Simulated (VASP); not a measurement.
# Al2O3 (R-3c) in VASP: a series of runs

Al2O3 is run at these levels: PBE; tasks: single point, relaxation of cell and atoms.

Program: VASP 6.6.1. These are calculated values, not measurements. Logs are shortened: lines on timing, memory, paths and dates and some standing lists are left out, and cuts for length are marked.

**Measured values to compare with.**

“Multi-petahertz electron interference in Cr:Al2O3 solid-state material”, 2018, pmc:5906618 quotes, for a bulk crystal of Al2O3: band gap 8.7 eV (optical).

The runs below are set against these values where they give the same quantity.

## 1. The cell of the first run

Symmetry: R-3c, No. 167, trigonal system. The conventional cell has a = 4.808 Å, b = 4.808 Å, c = 13.121 Å, α = 90.00°, β = 90.00°, γ = 120.00°. Al (site symmetry 3) has 6 O at 1.87 to 1.99 Å within 2.5 Å. Within 2.5 Å of O (site symmetry 2) lie 4 Al at 1.87 to 1.99 Å.

## 2. Single point, PBE

INCAR

```
SYSTEM = Al2O3
PREC = Accurate ; ENCUT = 520
EDIFF = 1E-7 ; ISMEAR = 0
SIGMA = 0.02 ; LREAL = .FALSE.
LASPH = .TRUE. ; NELM = 100
ALGO = Normal ; ISIF = 2
LWAVE = .FALSE. ; LCHARG = .FALSE.
GGA = PE ; NBANDS = 35
```

KPOINTS

```
Automatic mesh
0
G
  6 6 6
  0 0 0
```

POSCAR

```
Al2O3
1.0
    2.4040892951      1.3880016017      4.3737619113
   -2.4040892951      1.3880016017      4.3737619113
    0.0000000000     -2.7760032034      4.3737619113
Al O
4 6
Direct
    0.8521293568      0.8521293568      0.8521293568
    0.6478706432      0.6478706432      0.6478706432
    0.1478706432      0.1478706432      0.1478706432
    0.3521293568      0.3521293568      0.3521293568
    0.0561574040      0.4438425960      0.7500000000
    0.7500000000      0.0561574040      0.4438425960
    0.4438425960      0.7500000000      0.0561574040
    0.9438425960      0.5561574040      0.2500000000
    0.2500000000      0.9438425960      0.5561574040
    0.5561574040      0.2500000000      0.9438425960
```

Potentials or basis: VASP PAW PBE potentials, release 64 (Al, O).

Command:

```bash
> cat potpaw_PBE.64/Al/POTCAR potpaw_PBE.64/O/POTCAR > POTCAR
> mpirun -np 1 vasp_std > vasp.out
```

OUTCAR:

```text
SYSTEM = Al2O3
   PREC = Accurate
   ENCUT = 520
   EDIFF = 1E-7
   ISMEAR = 0
   LREAL = .FALSE.
   LASPH = .TRUE.
   NELM = 100
   ISIF = 2
   GGA = PE

 ion  position               nearest neighbor table
   1  0.852  0.852  0.852-  10 1.87   8 1.87   9 1.87   5 1.99   7 1.99   6 1.99   2 2.68   3 2.82
                             3 2.82   3 2.82   2 3.25   2 3.25   2 3.25
   2  0.648  0.648  0.648-   9 1.87   8 1.87  10 1.87   5 1.99   7 1.99   6 1.99   1 2.68   4 2.82
                             4 2.82   4 2.82   1 3.25   1 3.25   1 3.25
   3  0.148  0.148  0.148-   7 1.87   5 1.87   6 1.87   8 1.99   9 1.99  10 1.99   4 2.68   1 2.82
                             1 2.82   1 2.82   4 3.25   4 3.25   4 3.25
   4  0.352  0.352  0.352-   6 1.87   5 1.87   7 1.87   8 1.99   9 1.99  10 1.99   3 2.68   2 2.82
                             2 2.82   2 2.82   3 3.25   3 3.25   3 3.25
   5  0.056  0.444  0.750-   3 1.87   4 1.87   1 1.99   2 1.99
   6  0.750  0.056  0.444-   4 1.87   3 1.87   1 1.99   2 1.99
   7  0.444  0.750  0.056-   3 1.87   4 1.87   1 1.99   2 1.99
   8  0.944  0.556  0.250-   1 1.87   2 1.87   3 1.99   4 1.99
   9  0.250  0.944  0.556-   2 1.87   1 1.87   3 1.99   4 1.99
  10  0.556  0.250  0.944-   1 1.87   2 1.87   3 1.99   4 1.99

  LATTYP: Found a trigonal (rhomboedric) cell.
 ALAT       =     5.1803462280
 COS(alpha) =     0.5692615792

  Lattice vectors:

 A1 = (   2.4040892951,   1.3880016017,   4.3737619113)
 A2 = (  -2.4040892951,   1.3880016017,   4.3737619113)
 A3 = (   0.0000000000,  -2.7760032034,   4.3737619113)

Analysis of symmetry for initial positions (statically):
=====================================================================
 Subroutine PRICEL returns:
 Original cell was already a primitive cell.

 Routine SETGRP: Setting up the symmetry group for a
 trigonal (rhombohedral) supercell.

 Subroutine GETGRP returns: Found 12 space group operations
 (whereof  6 operations were pure point group operations)
 out of a pool of 12 trial point group operations.

The static configuration has the point symmetry S_6 .
 The point group associated with its full space group is D_3d.

Analysis of symmetry for dynamics (positions and initial velocities):
=====================================================================
 Subroutine PRICEL returns:
 Original cell was already a primitive cell.

 Routine SETGRP: Setting up the symmetry group for a
 trigonal (rhombohedral) supercell.

 Subroutine GETGRP returns: Found 12 space group operations
 (whereof  6 operations were pure point group operations)
[... 124 lines left out ...]
   NFREE  =      0    steps in history (QN), initial steepest desc. (CG)
   ISIF   =      2    stress and relaxation
   ISYM   =      2    0-nonsym 1-usesym 2-fastsym
   POTIM  = 0.5000    time-step for ionic-motion
   TEBEG  =    0.0;   TEEND  =   0.0 temperature during run
   PSTRESS=    0.0 pullay stress
   NELECT =      48.0000    total number of electrons
   NUPDOWN=      -1.0000    fix difference up-down
   EMIN   =  10.00;   EMAX   =-10.00  energy-range for DOS
   EFERMI =   0.00;   METHOD = LEGACY
   ISMEAR =     0;   SIGMA  =   0.02  broadening in eV -4-tet -1-fermi 0-gaus
   EFERMI_NEDOS =   21; number of points for ismear=-14 and -15
   IALGO  =     38    algorithm
   IMIX   =      4    mixing-type and parameters
     AMIX     =   0.40;   BMIX     =  1.00
     AMIX_MAG =   1.60;   BMIX_MAG =  1.00
  volume/ion in A,a.u.               =       8.76        59.09
  Fermi-wavevector in a.u.,A,eV,Ry     =   1.339799  2.531853 24.423286  1.795061
  Thomas-Fermi vector in A             =   2.468162
   LORBIT       =      0    0 simple, 1 ext, 2 COOP (PROOUT), +10 PAW based schemes
   GGA     = PE    functional components
   LHFCALC =     F    Hartree Fock is set to
   AEXX    =    0.0000 exact exchange contribution
   IVDW    =     0    specifies the selected vdW correction
   LEPSILON=     F    determine dielectric tensor
   LRPA    =     F    only Hartree local field effects (RPA)
 non-spin polarized calculation
 Gauss-broadening in eV      SIGMA  =   0.02
  energy-cutoff  :      520.00
  volume of cell :       87.57
 maximum number of plane-waves:      2370
 NGX is ok and might be reduce to    40
   NGX = 19   NGY = 19   NGZ = 19

 number of electron      48.0000008 magnetization

 Free energy of the ion-electron system (eV)
  ---------------------------------------------------
  ext. energy  EPLUGINS =         0.00000000
  ---------------------------------------------------
  free energy    TOTEN  =       -74.81219469 eV

  energy without entropy =      -74.81219469  energy(sigma->0) =      -74.81219469

 E-fermi :   5.9457     XC(G=0): -11.5399

 val. band max:        5.8041841402   @ k =   0.0000   0.0000   0.0000
 cond. band min:      11.6562778788   @ k =   0.0000   0.0000   0.0000
 fundamental gap:      5.8520937386
 Fermi energy:         5.9457368956

 k-point     1 :       0.0000    0.0000    0.0000
  band No.  band energies     occupation
      1     -13.2123      2.00000
      2     -10.9900      2.00000
      3     -10.7271      2.00000
      4     -10.7271      2.00000
      5     -10.4201      2.00000
      6     -10.4201      2.00000
[... 901 lines left out ...]
     34      19.0095      0.00000
     35      19.1150      0.00000

 [... further k-points ...]
[... 5 lines left out ...]
  --------------------------------------------------------------------------------------
  -------------------------------------------------------------------------------------
  Total       -0.0306349     -0.0306349     -0.0325613     -0.0000000      0.0000000      0.0000000
  in kB       -0.5605063     -0.5605063     -0.5957518     -0.0000000      0.0000000      0.0000000
  external PRESSURE =      -0.5722548 kB  Pullay stress =       0.0000000 kB

 VOLUME and BASIS-vectors are now :
 -----------------------------------------------------------------------------
  energy-cutoff  :      520.00
  volume of cell :       87.57
      direct lattice vectors                 reciprocal lattice vectors
     2.404089295  1.388001602  4.373761911     0.207978964  0.120076711  0.076212044
    -2.404089295  1.388001602  4.373761911    -0.207978964  0.120076711  0.076212044
     0.000000000 -2.776003203  4.373761911     0.000000000 -0.240153421  0.076212044

 POSITION                                       TOTAL-FORCE (eV/Angst)
 -----------------------------------------------------------------------------------
      0.00000      0.00000     11.18103        -0.000000     -0.000000      0.007951
      0.00000      0.00000      8.50090        -0.000000      0.000000     -0.007951
      0.00000      0.00000      1.94025        -0.000000     -0.000000     -0.007951
      0.00000      0.00000      4.62039        -0.000000     -0.000000      0.007951
     -0.93203     -1.38800      5.46720         0.001882     -0.000000     -0.000000
      1.66806     -0.11316      5.46720        -0.000941      0.001630     -0.000000
     -0.73603      1.50116      5.46720        -0.000941     -0.001630     -0.000000
      0.93203      1.38800      7.65408        -0.001882     -0.000000     -0.000000
     -1.66806      0.11316      7.65408         0.000941     -0.001630     -0.000000
      0.73603     -1.50116      7.65408         0.000941      0.001630     -0.000000
 -----------------------------------------------------------------------------------
    total drift:                                0.000000      0.000000     -0.000000

  FREE ENERGIE OF THE ION-ELECTRON SYSTEM (eV)
  ---------------------------------------------------
  free  energy   TOTEN  =       -74.8121946858 eV

  energy  without entropy=      -74.8121946858  energy(sigma->0) =      -74.81219469
```

Wall time 4 min (1 thread of AMD EPYC 7R43 (Zen 3), shared host); peak memory 0.21 GiB.

What came out:

```yaml
Free_energy: -74.8122 eV
Pressure: -0.1 GPa
Largest_force: 0.008 eV/Å
Band_gap_on_the_k_mesh: 5.85 eV, direct
```

Forces in eV/Å, atoms in the order of the input:
```
Al   0.000  0.000  0.008
Al   0.000  0.000 -0.008
Al   0.000  0.000 -0.008
Al   0.000  0.000  0.008
O    0.002  0.000  0.000
O   -0.001  0.002  0.000
O   -0.001 -0.002  0.000
O   -0.002  0.000  0.000
O    0.001 -0.002  0.000
O    0.001  0.002  0.000
```

(Continued in part 2 of 2.)
